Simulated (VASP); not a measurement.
# ScRe3 (I4/mmm) in VASP: notebook

Runs on ScRe3. Level: PBE. Tasks: single point, relaxation of cell and atoms.

Everything below comes from runs of VASP 6.6.1. Logs are shortened: lines on timing, memory, paths and dates and some standing lists are left out, and cuts for length are marked.

### Step 1. The cell of the first run

It takes space group I4/mmm (No. 139, tetragonal). Conventional cell: a = 3.828 Å, b = 3.828 Å, c = 8.551 Å, α = 90.00°, β = 90.00°, γ = 90.00°. Within 3.6 Å of Sc (site symmetry 4/mmm) lie 12 Re at 2.71 to 2.87 Å. Re (site symmetry 4/mmm) has 4 Sc at 2.71 Å and 8 Re at 2.87 Å within 3.6 Å. Within 3.6 Å of Re (site symmetry -4m2) lie 8 Re at 2.71 to 2.87 Å and 4 Sc at 2.87 Å.

### Step 2. Single point, PBE

The input, INCAR:

```
PREC = Accurate
ENCUT = 520
EDIFF = 1E-7
ISMEAR = 0
SIGMA = 0.1
LREAL = False
LASPH = True
NELM = 100
ALGO = Fast
ISIF = 2
LWAVE = False
LCHARG = True
GGA = PE
LELF = True
LVHAR = True
NBANDS = 24
```

The input, KPOINTS:

```
regular mesh
0
Gamma
  6 6 6
```

The input, POSCAR:

```
ScRe3
1.0
   -1.9139492720      1.9139492720      4.2753152569
    1.9139492720     -1.9139492720      4.2753152569
    1.9139492720      1.9139492720     -4.2753152569
Sc Re
1 3
Direct
    0.0000000000      0.0000000000      0.0000000000
    0.5000000000      0.5000000000      0.0000000000
    0.2500000000      0.7500000000      0.5000000000
    0.7500000000      0.2500000000      0.5000000000
```

Potentials or basis: VASP PAW PBE potentials, release 64 (Sc_sv, Re).

Launch:

```bash
cat potpaw_PBE.64/Sc_sv/POTCAR potpaw_PBE.64/Re/POTCAR > POTCAR
mpirun -np 1 vasp_std > vasp.out
```

OUTCAR:

```text
PREC = Accurate
   ENCUT = 520
   EDIFF = 1E-7
   ISMEAR = 0
   LREAL = False
   LASPH = True
   NELM = 100
   ISIF = 2
   GGA = PE

 ion  position               nearest neighbor table
   1  0.000  0.000  0.000-   2 2.71   2 2.71   2 2.71   2 2.71   4 2.87   3 2.87   4 2.87   3 2.87
                             4 2.87   4 2.87   3 2.87   3 2.87
   2  0.500  0.500  0.000-   1 2.71   1 2.71   1 2.71   1 2.71   4 2.87   3 2.87   4 2.87   4 2.87
                             3 2.87   3 2.87   4 2.87   3 2.87
   3  0.250  0.750  0.500-   4 2.71   4 2.71   4 2.71   4 2.71   2 2.87   1 2.87   2 2.87   2 2.87
                             1 2.87   1 2.87   2 2.87   1 2.87
   4  0.750  0.250  0.500-   3 2.71   3 2.71   3 2.71   3 2.71   2 2.87   1 2.87   2 2.87   1 2.87
                             2 2.87   2 2.87   1 2.87   1 2.87

  LATTYP: Found a body centered tetragonal cell.
 ALAT       =     3.8278985440
 C/A-ratio  =     2.2337662337

  Lattice vectors:

 A1 = (  -1.9139492720,   1.9139492720,   4.2753152569)
 A2 = (   1.9139492720,  -1.9139492720,   4.2753152569)
 A3 = (   1.9139492720,   1.9139492720,  -4.2753152569)

Analysis of symmetry for initial positions (statically):
=====================================================================
 Subroutine PRICEL returns:
 Original cell was already a primitive cell.

 Routine SETGRP: Setting up the symmetry group for a
 body centered tetragonal supercell.

 Subroutine GETGRP returns: Found 16 space group operations
 (whereof 16 operations were pure point group operations)
 out of a pool of 16 trial point group operations.

The static configuration has the point symmetry D_4h.

Analysis of symmetry for dynamics (positions and initial velocities):
=====================================================================
 Subroutine PRICEL returns:
 Original cell was already a primitive cell.

 Routine SETGRP: Setting up the symmetry group for a
 body centered tetragonal supercell.

 Subroutine GETGRP returns: Found 16 space group operations
 (whereof 16 operations were pure point group operations)
 out of a pool of 16 trial point group operations.

The dynamic configuration has the point symmetry D_4h.

 Subroutine INISYM returns: Found 16 space group operations
 (whereof 16 operations are pure point group operations),
 and found     1 'primitive' translations

----------------------------------------------------------------------------------------

                                     Primitive cell

  volume of cell :      62.6454

  direct lattice vectors                    reciprocal lattice vectors
    -1.913949272  1.913949272  4.275315257     0.000000000  0.261239944  0.116950440
     1.913949272 -1.913949272  4.275315257     0.261239944  0.000000000  0.116950440
     1.913949272  1.913949272 -4.275315257     0.261239944  0.261239944  0.000000000

  length of vectors
     5.060111084  5.060111084  5.060111084     0.286223188  0.286223188  0.369449071

  position of ions in fractional coordinates (direct lattice)
     0.000000000  0.000000000  0.000000000
     0.500000000  0.500000000  0.000000000
     0.250000000  0.750000000  0.500000000
     0.750000000  0.250000000  0.500000000

  ion indices of the primitive-cell ions
   primitive index   ion index
                 1           1
                 2           2
                 3           3
                 4           4

----------------------------------------------------------------------------------------

 KPOINTS: regular mesh

Automatic generation of k-mesh.
 Grid dimensions read from file:
 generate k-points for:    6    6    6

 Generating k-lattice:

  Cartesian coordinates                     Fractional coordinates (reciprocal lattice)
     0.000000000  0.043539991  0.019491740     0.166666667  0.000000000  0.000000000
     0.043539991  0.000000000  0.019491740     0.000000000  0.166666667  0.000000000
     0.043539991  0.043539991  0.000000000     0.000000000  0.000000000  0.166666667

  Length of vectors
     0.047703865  0.047703865  0.061574845

  Shift w.r.t. Gamma in fractional coordinates (k-lattice)
     0.000000000  0.000000000  0.000000000

 Subroutine IBZKPT returns following result:
 ===========================================

 Found     30 irreducible k-points:

 Following reciprocal coordinates:
            Coordinates               Weight
  0.000000  0.000000  0.000000      1.000000
  0.166667  0.000000  0.000000      8.000000
  0.333333  0.000000  0.000000      8.000000
  0.500000  0.000000  0.000000      4.000000
  0.166667  0.166667  0.000000      8.000000
  0.333333  0.166667  0.000000     16.000000
[... 16 lines left out ...]
 -0.333333 -0.333333  0.166667      8.000000
 -0.166667 -0.333333  0.166667      8.000000
 [... further k-points ...]
   k-points           NKPTS =     30   k-points in BZ     NKDIM =     30   number of bands    NBANDS=     24
   number of dos      NEDOS =    301   number of ions     NIONS =      4
   total plane-waves  NPLWV =  64000
   dimension x,y,z NGX =    40 NGY =   40 NGZ =   40
   dimension x,y,z NGXF=    80 NGYF=   80 NGZF=   80
   ions per type =               1   3
   NGX,Y,Z   is equivalent  to a cutoff of  13.14, 13.14, 13.14 a.u.
   NGXF,Y,Z  is equivalent  to a cutoff of  26.28, 26.28, 26.28 a.u.
 SYSTEM =  unknown system
   PREC   = accura    normal or accurate (medium, high low for compatibility)
   ISTART =      0    job   : 0-new  1-cont  2-samecut
   ICHARG =      2    charge: 1-file 2-atom 10-const
   ISPIN  =      1    spin polarized calculation?
   LNONCOLLINEAR =      F non collinear calculations
   LSORBIT =      F    spin-orbit coupling
   LASPH  =      T    aspherical Exc in radial PAW
   ENCUT  =  520.0 eV  38.22 Ry    6.18 a.u.   9.41  9.41  9.41*2*pi/ulx,y,z
   NELM   =    100;   NELMIN=  2; NELMDL= -5     # of ELM steps
   EDIFF  = 0.1E-06   stopping-criterion for ELM
   LREAL  =      F    real-space projection
   EDIFFG = 0.1E-05   stopping-criterion for IOM
   NSW    =      0    number of steps for IOM
   IBRION =     -1    ionic relax: 0-MD 1-quasi-New 2-CG
   NFREE  =      0    steps in history (QN), initial steepest desc. (CG)
   ISIF   =      2    stress and relaxation
   ISYM   =      2    0-nonsym 1-usesym 2-fastsym
   POTIM  = 0.5000    time-step for ionic-motion
   TEBEG  =    0.0;   TEEND  =   0.0 temperature during run
   PSTRESS=    0.0 pullay stress
   NELECT =      32.0000    total number of electrons
   NUPDOWN=      -1.0000    fix difference up-down
   EMIN   =  10.00;   EMAX   =-10.00  energy-range for DOS
   EFERMI =   0.00;   METHOD = LEGACY
   ISMEAR =     0;   SIGMA  =   0.10  broadening in eV -4-tet -1-fermi 0-gaus
   EFERMI_NEDOS =   21; number of points for ismear=-14 and -15
   IALGO  =     68    algorithm
   IMIX   =      4    mixing-type and parameters
     AMIX     =   0.40;   BMIX     =  1.00
     AMIX_MAG =   1.60;   BMIX_MAG =  1.00
  volume/ion in A,a.u.               =      15.66       105.69
  Fermi-wavevector in a.u.,A,eV,Ry     =   1.308665  2.473018 23.301394  1.712604
  Thomas-Fermi vector in A             =   2.439316
   LORBIT       =      0    0 simple, 1 ext, 2 COOP (PROOUT), +10 PAW based schemes
   GGA     = PE    functional components
   LHFCALC =     F    Hartree Fock is set to
   AEXX    =    0.0000 exact exchange contribution
   IVDW    =     0    specifies the selected vdW correction
   LEPSILON=     F    determine dielectric tensor
   LRPA    =     F    only Hartree local field effects (RPA)
 non-spin polarized calculation
 RMM-DIIS sequential band-by-band and
 Gauss-broadening in eV      SIGMA  =   0.10
  energy-cutoff  :      520.00
  volume of cell :       62.65
 maximum number of plane-waves:      1703
 NGX is ok and might be reduce to    40
   NGX = 19   NGY = 19   NGZ = 19

 number of electron      32.0000001 magnetization

 Free energy of the ion-electron system (eV)
  ---------------------------------------------------
  ext. energy  EPLUGINS =         0.00000000
  ---------------------------------------------------
  free energy    TOTEN  =       -42.41610726 eV

  energy without entropy =      -42.39382016  energy(sigma->0) =      -42.40496371

 E-fermi :   7.1943     XC(G=0): -13.0028

 val. band max:        7.1936266229   @ k =   0.1667   0.0000   0.0000
 cond. band min:       7.1998870126   @ k =  -0.3333   0.3333   0.0000
 fundamental gap:      0.0062603896
 Fermi energy:         7.1942849027

 k-point     1 :       0.0000    0.0000    0.0000
  band No.  band energies     occupation
      1     -40.9098      2.00000
      2     -19.7042      2.00000
      3     -19.6400      2.00000
      4     -19.6400      2.00000
      5      -1.6907      2.00000
      6       1.6449      2.00000
[... 16 lines left out ...]
     23      12.3158      0.00000
     24      12.3166      0.00000

 k-point     2 :       0.1667    0.0000    0.0000
  band No.  band energies     occupation
      1     -40.9079      2.00000
      2     -19.7061      2.00000
      3     -19.6605      2.00000
      4     -19.6456      2.00000
      5      -1.1895      2.00000
      6       2.0263      2.00000
[... 16 lines left out ...]
     23      11.7018      0.00000
     24      12.7823      0.00000

 k-point     3 :       0.3333    0.0000    0.0000
  band No.  band energies     occupation
      1     -40.9040      2.00000
      2     -19.7110      2.00000
      3     -19.6996      2.00000
      4     -19.6568      2.00000
      5       0.1387      2.00000
      6       2.8092      2.00000
[... 16 lines left out ...]
     23      10.8792      0.00000
     24      11.7292      0.00000
[... 514 lines left out ...]
 k-point    23 :      -0.3333   -0.3333    0.1667
  band No.  band energies     occupation
      1     -40.9054      2.00000
      2     -19.7175      2.00000
      3     -19.6700      2.00000
      4     -19.6489      2.00000
      5       0.1287      2.00000
      6       1.9107      2.00000
[... 16 lines left out ...]
     23      11.6361      0.00000
     24      12.0271      0.00000

 k-point    24 :      -0.1667   -0.3333    0.1667
  band No.  band energies     occupation
      1     -40.9070      2.00000
      2     -19.7145      2.00000
      3     -19.6584      2.00000
      4     -19.6437      2.00000
      5      -0.6089      2.00000
      6       1.9115      2.00000
[... 16 lines left out ...]
     23      11.4033      0.00000
     24      11.8477      0.00000

 [... further k-points ...]

------------------------ aborting loop because EDIFF is reached ----------------------------------------

  FORCE on cell =-STRESS in cart. coord.  units (eV):
  Direction    XX          YY          ZZ          XY          YZ          ZX
  --------------------------------------------------------------------------------------
  -------------------------------------------------------------------------------------
  Total        2.3946946      2.3946946      2.0273541      0.0000000      0.0000000     -0.0000000
  in kB       61.2451558     61.2451558     51.8502933      0.0000000      0.0000000     -0.0000000
  external PRESSURE =      58.1135349 kB  Pullay stress =       0.0000000 kB

 VOLUME and BASIS-vectors are now :
 -----------------------------------------------------------------------------
  energy-cutoff  :      520.00
  volume of cell :       62.65
      direct lattice vectors                 reciprocal lattice vectors
    -1.913949272  1.913949272  4.275315257     0.000000000  0.261239944  0.116950440
     1.913949272 -1.913949272  4.275315257     0.261239944  0.000000000  0.116950440
     1.913949272  1.913949272 -4.275315257     0.261239944  0.261239944  0.000000000

 POSITION                                       TOTAL-FORCE (eV/Angst)
 -----------------------------------------------------------------------------------
      0.00000      0.00000      0.00000        -0.000000     -0.000000     -0.000000
      0.00000      0.00000      4.27532        -0.000000     -0.000000     -0.000000
      1.91395      0.00000      2.13766        -0.000000      0.000000     -0.000000
      0.00000      1.91395      2.13766         0.000000      0.000000      0.000000
 -----------------------------------------------------------------------------------
    total drift:                               -0.000000     -0.000000      0.000000

  FREE ENERGIE OF THE ION-ELECTRON SYSTEM (eV)
  ---------------------------------------------------
  free  energy   TOTEN  =       -42.4161072607 eV

  energy  without entropy=      -42.3938201584  energy(sigma->0) =      -42.40496371
```

Wall time 2.3 min (1 thread of AMD EPYC 7R13 (Zen 3), shared host); peak memory 0.23 GiB.

Results:

```
Free energy            : -42.4161 eV
Pressure               : 5.8 GPa
Band gap on the k mesh : zero (bands 16 and 17 overlap by 1.37 eV)
```

Levels at points of the mesh, in eV from the Fermi level:
```tsv
k point	band 13	band 14	band 15	band 16	band 17	band 18	band 19	band 20
(0.00, 0.00, 0.00)	-2.10	-1.43	0.01	0.16	0.20	0.20	1.68	2.61
(0.50, 0.00, 0.00)	-2.07	-1.88	-1.55	-0.53	0.06	0.27	0.50	1.23
(0.50, 0.50, 0.00)	-1.54	-0.61	-0.60	-0.44	-0.13	0.36	0.97	1.41
(0.50, 0.50, 0.50)	-1.79	-0.57	0.84	0.84	2.06	2.06	2.76	3.18
```

Caveat: the cell stands under pressure; spin-orbit coupling is left out, which moves the levels of the heavy elements.

### Step 3. Single point, PBE

This run uses another cell than the first one, of 16.03 Å³/atom.

The input, INCAR:

```
SYSTEM = ScRe3
PREC = Accurate
ENCUT = 520
EDIFF = 1E-7
ISMEAR = 0
SIGMA = 0.1
LREAL = .False.
LASPH = .True.
NELM = 80
ALGO = Normal
ISIF = 2
LWAVE = .False.
LCHARG = .False.
GGA = PE
NBANDS = 24
```

The input, KPOINTS:

```
Automatic mesh
0
Gamma
  6 6 6
  0 0 0
```

The input, POSCAR:

```
ScRe3
1.0
   -1.9310147683      1.9310147683      4.2982677789
    1.9310147683     -1.9310147683      4.2982677789
    1.9310147683      1.9310147683     -4.2982677789
Sc Re
1 3
Direct
    0.0000000000      0.0000000000      0.0000000000
    0.5000000000      0.5000000000      0.0000000000
    0.2500000000      0.7500000000      0.5000000000
    0.7500000000      0.2500000000      0.5000000000
```

Potentials or basis: VASP PAW PBE potentials, release 64 (Sc_sv, Re).

Launch:

```bash
cat potpaw_PBE.64/Sc_sv/POTCAR potpaw_PBE.64/Re/POTCAR > POTCAR
mpirun -np 1 vasp_std > vasp.out
```

Wall time 94 s (1 thread of AMD EPYC 7R13 (Zen 3), shared host); peak memory 0.23 GiB.

Results (log left out):

| Property | Result |
| --- | --- |
| Free energy | -42.4427 eV |
| Pressure | -0.2 GPa |
| Band gap on the k mesh | zero (bands 16 and 17 overlap by 1.33 eV) |

Stress tensor (GPa, compression positive):
```
-0.09  0.00  0.00
 0.00 -0.09  0.00
 0.00  0.00 -0.44
```

Levels at points of the mesh, in eV from the Fermi level:
```tsv
k point	band 14	band 15	band 16	band 17	band 18	band 19
(0.00, 0.00, 0.00)	-1.35	0.02	0.19	0.20	0.20	1.65
(0.50, 0.00, 0.00)	-1.83	-1.49	-0.51	0.06	0.27	0.49
(0.50, 0.50, 0.00)	-0.60	-0.55	-0.42	-0.12	0.32	0.91
(0.50, 0.50, 0.50)	-0.51	0.80	0.80	2.01	2.01	2.65
```

Caveat: spin-orbit coupling is left out, which moves the levels of the heavy elements.

[end of part 1 of 2]
